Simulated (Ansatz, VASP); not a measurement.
# MgS in VASP and in Ansatz

The input INCAR:

```
  PREC = Accurate
  ENCUT = 520
  EDIFF = 1E-7
  ISMEAR = 0
  SIGMA = 0.05
  LREAL = False
  LASPH = True
  NELM = 100
  ALGO = Normal
  ISIF = 2
  LWAVE = False
  LCHARG = False
  GGA = PE
  NBANDS = 16
```

The input KPOINTS:

```
Automatic mesh
0
Gamma
  6 6 4
```

The input POSCAR:

```
MgS
1.0
    4.0346224068      0.0000000000      0.0000000000
   -2.0173112034      3.4940854990      0.0000000000
    0.0000000000      0.0000000000      6.4322941800
Mg S
2 2
Direct
    0.6666666667      0.3333333333      0.4957548500
    0.3333333333      0.6666666667      0.9957548500
    0.2217987324      0.6666666667      0.3792441500
    0.6666666667      0.3333333333      0.8792441500
```

Input for Ansatz:

```yaml
crystal:
  lattice:
    - [4.0346224068, 0.0, 0.0]
    - [-2.0173112034, 3.494085499, 0.0]
    - [0.0, 0.0, 6.43229418]
  atoms:
    - { symbol: Mg, position: [0.6666666667, 0.3333333333, 0.49575485] }
    - { symbol: Mg, position: [0.3333333333, 0.6666666667, 0.99575485] }
    - { symbol: S, position: [0.2217987324, 0.6666666667, 0.37924415] }
    - { symbol: S, position: [0.6666666667, 0.3333333333, 0.87924415] }
basis:
  ecutwfc: 420
kpoints:
  mp_grid: { grid: [6, 6, 4] }
hamiltonian:
  xc: pbe
scf:
  occupations: { method: gaussian, width: 0.05 }
output:
  forces: true
  stress: true
  eigenvalues: true
```

Alike in both runs: task single point; functional PBE; k mesh 6 × 6 × 4; occupations gaussian, width 0.05 eV; no spin polarisation.

```csv
,VASP,Ansatz
version,VASP 6.6.1,Ansatz 0.2.0
potentials or method,"VASP PAW PBE potentials, release 64 (Mg, S), cutoff 520 eV","scalar-relativistic, plane waves, PAW"
valence electrons in the cell,16,32
```

VASP gave:

| Item | Value |
| --- | --- |
| gap on the k mesh at the Fermi level (eV) | 3.18 |
| least direct gap on the mesh (eV) | 3.18 |
| pressure (GPa) | 3.8 |
| traceless stress, the component that is largest in VASP (GPa) | 6.32 |
| rms of the force components (eV/Å) | 1.629 |

What did Ansatz give for the same quantities?

gap on the k mesh at the Fermi level (eV): 3.19; least direct gap on the mesh (eV): 3.19; pressure (GPa): 3.9; traceless stress, the component that is largest in VASP (GPa): 6.27; rms of the force components (eV/Å): 1.615.

Atom by atom the forces differ by 0.014 eV/Å (rms over components). VASP's potentials hold 16 valence electrons a cell and Ansatz's 32, so a difference there can come from the potentials and not from the codes.
